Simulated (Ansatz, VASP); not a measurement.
Two plane-wave programs on LiNbO3

The input INCAR:

```
SYSTEM = LiNbO3
PREC = Accurate ; ENCUT = 520
EDIFF = 1E-6 ; ISMEAR = 0
SIGMA = 0.05 ; LREAL = .FALSE.
LASPH = .TRUE. ; NELM = 80
ALGO = Normal ; ISIF = 2
LWAVE = .FALSE. ; LCHARG = .FALSE.
GGA = PE ; NBANDS = 45
```

Contents of KPOINTS:

```
Automatic mesh
0
G
  6 6 6
  0 0 0
```

Contents of POSCAR:

```
LiNbO3
1.0
    2.5664513853      1.4817413982      4.5470674677
   -2.5664513853      1.4817413982      4.5470674677
    0.0000000000     -2.9634827963      4.5470674677
Li Nb O
2 2 6
Direct
    0.2815913687      0.2815913687      0.2815913687
    0.7815913687      0.7815913687      0.7815913687
    0.0004900497      0.0004900497      0.0004900497
    0.5004900497      0.5004900497      0.5004900497
    0.1104619503      0.3580262714      0.7211003599
    0.7211003599      0.1104619503      0.3580262714
    0.3580262714      0.7211003599      0.1104619503
    0.2211003599      0.8580262714      0.6104619503
    0.8580262714      0.6104619503      0.2211003599
    0.6104619503      0.2211003599      0.8580262714
```

Input for Ansatz:

```yaml
crystal:
  lattice:
    - [2.5664513853, 1.4817413982, 4.5470674677]
    - [-2.5664513853, 1.4817413982, 4.5470674677]
    - [0.0, -2.9634827963, 4.5470674677]
  atoms:
    - { symbol: Li, position: [0.2815913687, 0.2815913687, 0.2815913687] }
    - { symbol: Li, position: [0.7815913687, 0.7815913687, 0.7815913687] }
    - { symbol: Nb, position: [0.0004900497, 0.0004900497, 0.0004900497] }
    - { symbol: Nb, position: [0.5004900497, 0.5004900497, 0.5004900497] }
    - { symbol: O, position: [0.1104619503, 0.3580262714, 0.7211003599] }
    - { symbol: O, position: [0.7211003599, 0.1104619503, 0.3580262714] }
    - { symbol: O, position: [0.3580262714, 0.7211003599, 0.1104619503] }
    - { symbol: O, position: [0.2211003599, 0.8580262714, 0.6104619503] }
    - { symbol: O, position: [0.8580262714, 0.6104619503, 0.2211003599] }
    - { symbol: O, position: [0.6104619503, 0.2211003599, 0.8580262714] }
basis:
  ecutwfc: 520.0
kpoints:
  mp_grid: { grid: [6, 6, 6] }
hamiltonian:
  xc: pbe
  pseudopotentials: { kind: paw, azcp: { folder: soft_1 } }
scf:
  occupations: { method: gaussian, width: 0.05 }
output:
  forces: true
  stress: true
  eigenvalues: true
```

Alike in both runs: task single point; functional PBE; k mesh 6 × 6 × 6; occupations gaussian, width 0.05 eV; no spin polarisation.

```csv
,VASP,Ansatz
version,VASP 6.6.1,Ansatz 0.2.0
potentials or method,"VASP PAW PBE potentials, release 64 (Li_sv, Nb_sv, O), cutoff 520 eV","scalar-relativistic, plane waves, PAW"
valence electrons in the cell,68,68
```

|  | VASP | Ansatz | Ansatz less VASP |
| --- | --- | --- | --- |
| gap on the k mesh at the Fermi level (eV) | 3.78 | 3.79 | +0.017 |
| least direct gap on the mesh (eV) | 3.81 | 3.83 | +0.014 |
| rms of the force components (eV/Å) | 0.316 | 0.311 | -0.0051 |

Atom by atom the forces differ by 0.015 eV/Å (rms over components).

Noted on VASP's run: the cutoff is under 1.25 times that of the potentials, so the pressure is a little rough.
